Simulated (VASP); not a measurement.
# InP (I-4m2) in VASP: further runs, part 2 of 2

VASP 6.6.1. The steps go on from the part before.

## Step 3: Single point, PBE (z stretched by +1 %, then relaxed in part)

The input, INCAR:

```
  PREC = Accurate
  ENCUT = 520
  EDIFF = 1E-6
  ISMEAR = -1
  SIGMA = 0.02
  LREAL = False
  LASPH = True
  NELM = 80
  ALGO = Normal
  ISIF = 2
  LWAVE = False
  LCHARG = False
  GGA = PE
  NBANDS = 16
```

The input, KPOINTS:

```
Automatic mesh
0
Gamma
  13 13 13
```

The input, POSCAR:

```
InP
1.0
    0.0000000000      2.9343500000      2.9636935000
    2.9343500000      0.0000000000      2.9636935000
    2.9343500000      2.9343500000      0.0000000000
In P
1 1
Direct
    0.0000000000      0.0000000000      0.0000000000
    0.2500000000      0.2500000000      0.2500000000
```

Potentials or basis: VASP PAW PBE potentials, release 64 (In_d, P).

On the command line:

```sh
cat potpaw_PBE.64/In_d/POTCAR potpaw_PBE.64/P/POTCAR > POTCAR
mpirun -np 1 vasp_std > vasp.out
```

OUTCAR:

```text
PREC = Accurate
   ENCUT = 520
   EDIFF = 1E-6
   ISMEAR = -1
   LREAL = False
   LASPH = True
   NELM = 80
   ISIF = 2
   GGA = PE

 ion  position               nearest neighbor table
   1  0.000  0.000  0.000-   2 2.55   2 2.55   2 2.55   2 2.55
   2  0.250  0.250  0.250-   1 2.55   1 2.55   1 2.55   1 2.55

  LATTYP: Found a body centered tetragonal cell.
 ALAT       =     4.1497975667
 C/A-ratio  =     1.4283556980

  Lattice vectors:

 A1 = (  -2.9343500000,   0.0000000000,   2.9636935000)
 A2 = (   2.9343500000,   0.0000000000,   2.9636935000)
 A3 = (   0.0000000000,   2.9343500000,  -2.9636935000)

Analysis of symmetry for initial positions (statically):
=====================================================================
 Subroutine PRICEL returns:
 Original cell was already a primitive cell.

 Routine SETGRP: Setting up the symmetry group for a
 body centered tetragonal supercell.

 Subroutine GETGRP returns: Found  8 space group operations
 (whereof  8 operations were pure point group operations)
 out of a pool of 16 trial point group operations.

The static configuration has the point symmetry D_2d.

Analysis of symmetry for dynamics (positions and initial velocities):
[... 153 lines left out ...]
  ---------------------------------------------------
  free energy    TOTEN  =        -8.39487438 eV

  energy without entropy =       -8.39487438  energy(sigma->0) =       -8.39487438

 E-fermi :   5.3716     XC(G=0):  -9.2224

 val. band max:        5.0519260912   @ k =   0.0000   0.0000   0.0000
 cond. band min:       5.6725317111   @ k =   0.0000   0.0000   0.0000
 fundamental gap:      0.6206056199
 Fermi energy:         5.3716414946

 k-point     1 :       0.0000    0.0000    0.0000
  band No.  band energies     occupation
      1      -9.1234      2.00000
      2      -9.1190      2.00000
      3      -9.1190      2.00000
      4      -8.9759      2.00000
      5      -8.9746      2.00000
      6      -6.3862      2.00000
[... 433 lines left out ...]
      3      -9.0677      2.00000
      4      -8.9780      2.00000
      5      -8.9604      2.00000
      6      -4.7408      2.00000
[... 8 lines left out ...]
     15      15.6416      0.00000
     16      15.7651      0.00000

 [... further k-points ...]
[... 5 lines left out ...]
  --------------------------------------------------------------------------------------
  -------------------------------------------------------------------------------------
  Total        0.7695053      0.7695053      0.6393643      0.0000000      0.0000000      0.0000000
  in kB       24.1565611     24.1565611     20.0711313      0.0000000      0.0000000      0.0000000
  external PRESSURE =      22.7947512 kB  Pullay stress =       0.0000000 kB

 VOLUME and BASIS-vectors are now :
 -----------------------------------------------------------------------------
  energy-cutoff  :      520.00
  volume of cell :       51.04
      direct lattice vectors                 reciprocal lattice vectors
     0.000000000  2.934350000  2.963693500    -0.170395488  0.170395488  0.168708404
     2.934350000  0.000000000  2.963693500     0.170395488 -0.170395488  0.168708404
     2.934350000  2.934350000  0.000000000     0.170395488  0.170395488 -0.168708404

 POSITION                                       TOTAL-FORCE (eV/Angst)
 -----------------------------------------------------------------------------------
      0.00000      0.00000      0.00000         0.000000      0.000000      0.000000
      1.46717      1.46717      1.48185        -0.000000     -0.000000     -0.000000
 -----------------------------------------------------------------------------------
    total drift:                               -0.000000     -0.000000     -0.000000

  FREE ENERGIE OF THE ION-ELECTRON SYSTEM (eV)
  ---------------------------------------------------
  free  energy   TOTEN  =        -8.3948743820 eV

  energy  without entropy=       -8.3948743819  energy(sigma->0) =       -8.39487438
```

stdout:

```text
POSCAR found type information on POSCAR InP
 POSCAR found :  2 types and       2 ions
 scaLAPACK will be used
 LDA part: xc-table for (Slater+PW92), standard interpolation
 POSCAR, INCAR and KPOINTS ok, starting setup
 FFT: planning ... GRIDC
 FFT: planning ... GRID_SOFT
 FFT: planning ... GRID
 WAVECAR not read
 entering main loop
```

Run time: 99 s. Hardware: 1 thread of Intel Xeon Platinum 8259CL at 2.50GHz (Skylake/Cascade Lake), shared host; peak memory 0.29 GiB.

What came out:

| Property | Result |
| --- | --- |
| Free energy | -8.3949 eV |
| Pressure | 2.3 GPa |
| Band gap on the k mesh | 0.62 eV, direct |

Stress tensor (GPa, compression positive):
```
2.42 0.00 0.00
0.00 2.42 0.00
0.00 0.00 2.01
```

Levels at points of the mesh, in eV from the valence-band top:
```csv
k point,band 6,band 7,band 8,band 9,band 10,band 11,band 12,band 13
"(0.00, 0.00, 0.00)",-11.44,-0.05,0.00,0.00,0.62,4.07,4.07,4.09
```

Caveat: the cell differs from its parent crystal (z stretched by +1 %, then relaxed in part); spin-orbit coupling is left out, which moves the levels of the heavy elements.

## Step 4: Relaxation of the atoms, PBE (z stretched by +2 %)

The input, INCAR:

```
PREC     = Accurate       # precision mode
ENCUT    = 520            # plane-wave cutoff, eV
EDIFF    = 1E-6           # SCF threshold, eV
ISMEAR   = -1             # smearing method
SIGMA    = 0.02           # smearing width, eV
LREAL    = False          # projectors in reciprocal space
LASPH    = True           # aspherical terms in the spheres
NELM     = 100            # most SCF steps
ALGO     = Normal         # electronic algorithm
ISIF     = 2              # what is computed and relaxed
LWAVE    = False          # write WAVECAR
LCHARG   = False          # write CHGCAR
GGA      = PE             # functional
IBRION   = 2              # ionic algorithm
NSW      = 80             # ionic steps
EDIFFG   = -0.02          # ionic threshold
```

The input, KPOINTS:

```
regular mesh
0
Gamma
  13 13 13
```

The input, POSCAR:

```
InP
1.0
    0.0000000000      2.9343500000      2.9930370000
    2.9343500000      0.0000000000      2.9930370000
    2.9343500000      2.9343500000      0.0000000000
In P
1 1
Direct
    0.0000000000      0.0000000000      0.0000000000
    0.2500000000      0.2500000000      0.2500000000
```

On the command line:

```sh
cat potpaw_PBE.64/In_d/POTCAR potpaw_PBE.64/P/POTCAR > POTCAR
mpirun -np 1 vasp_std > vasp.out
```

It took 92 s on 1 thread of Intel Xeon Platinum 8488C (Sapphire Rapids), shared host; peak memory 0.28 GiB.

Results (log left out):

```
Free energy             : -8.3998 eV
Pressure after relaxing : 1.6 GPa
Band gap on the k mesh  : 0.55 eV, direct
```

Stress tensor (GPa, compression positive):
```
1.87 0.00 0.00
0.00 1.87 0.00
0.00 0.00 1.03
```

Final structure:
```
In P
1.0
     0.00000    2.93435    2.99304
     2.93435    0.00000    2.99304
     2.93435    2.93435    0.00000
In P
1 1
Cartesian
  0.0000 0.0000 0.0000
  1.4672 1.4672 1.4965
```

Levels at points of the mesh, in eV from the valence-band top:
| k point | band 6 | band 7 | band 8 | band 9 | band 10 | band 11 | band 12 | band 13 |
| --- | --- | --- | --- | --- | --- | --- | --- | --- |
| (0.00, 0.00, 0.00) | -11.39 | -0.09 | 0.00 | 0.00 | 0.55 | 4.05 | 4.05 | 4.09 |

Caveat: the cell differs from its parent crystal (z stretched by +2 %); the relaxation stopped at its first step, so nothing moved; spin-orbit coupling is left out, which moves the levels of the heavy elements.

## Step 5: Summary

| task | cell | gap on the mesh (eV) | pressure (GPa) |
| --- | --- | --- | --- |
| single point | a = 4.129, b = 4.129, c = 4.150 Å, angles 59.8, 59.8, 60.3°, 2 atoms | 0.71 | 3.8 |
| single point | a = 4.171, b = 4.171, c = 4.150 Å, angles 60.2, 60.2, 59.7°, 2 atoms | 0.62 | 2.3 |
| relaxation of the atoms | atoms relaxed from a = 4.192, b = 4.192, c = 4.150 Å, angles 60.3, 60.3, 59.3°, 2 atoms | 0.55 | 1.6 |

Alike in all rows: level PBE; potentials or basis VASP PAW PBE potentials, release 64 (In_d, P); no spin polarisation; k mesh 13 × 13 × 13; cutoff (eV) 520; smearing fermi-dirac 0.02 eV.

Caveats: spin-orbit coupling is left out, which moves the levels of the heavy elements; the relaxation stopped at its first step, so nothing moved (some runs).

Absolute energies hang on the potentials; compare differences alone.
